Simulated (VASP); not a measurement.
Wanted: the native input for a VASP 6.6.1 run.

* Task: single point
* Functional: PBE
* Potentials or basis: VASP PAW PBE potentials, release 64 (Mg, O)
* Cutoff: 520 eV
* k mesh: 6 × 6 × 6
* Occupations: gaussian, width 0.05 eV
* Spin: no spin polarisation
* Dipole correction: no
* Further INCAR settings: ALGO = Normal; EDIFF = 1e-06; NBANDS = 16

The structure of MgO lies in POSCAR:

```
MgO
1.0
    3.4863778627      0.0000000000      0.0000000000
   -1.7431889314      2.9287130424      0.0000000000
    0.0000000000      0.0000000000      4.1780412200
Mg O
2 2
Direct
    0.6666666667      0.3333333333      0.7500000000
    0.3333333333      0.6666666667      0.2500000000
    0.6666666667      0.3333333333      0.2500000000
    0.3333333333      0.6666666667      0.7500000000
```

This cell differs from its parent crystal: strain -0.0300 x Voigt [0, 1, 0, 0, 0, 0].

One way to write it, as run:

INCAR

```
PREC = Accurate
ENCUT = 520
EDIFF = 1E-6
ISMEAR = 0
SIGMA = 0.05
LREAL = False
LASPH = True
NELM = 60
ALGO = Normal
ISIF = 2
LWAVE = False
LCHARG = False
GGA = PE
NBANDS = 16
```

KPOINTS

```
regular mesh
0
Gamma
  6 6 6
```

Potentials or basis: VASP PAW PBE potentials, release 64 (Mg, O).

Run with:

```sh
$ cat potpaw_PBE.64/Mg/POTCAR potpaw_PBE.64/O/POTCAR > POTCAR
$ mpirun -np 1 vasp_std > vasp.out
```

Results of the run:

- Pressure: 8.7 GPa
- Largest force: 0.352 eV/Å
- Band gap on the k mesh: 3.58 eV

Caveat: the cell differs from its parent crystal (strain -0.0300 x Voigt [0, 1, 0, 0, 0, 0]); the cell stands under pressure.

Run time: 47 s on 1 thread of Intel Xeon 8259CL, with other jobs on the host, peak memory 0.18 GiB.
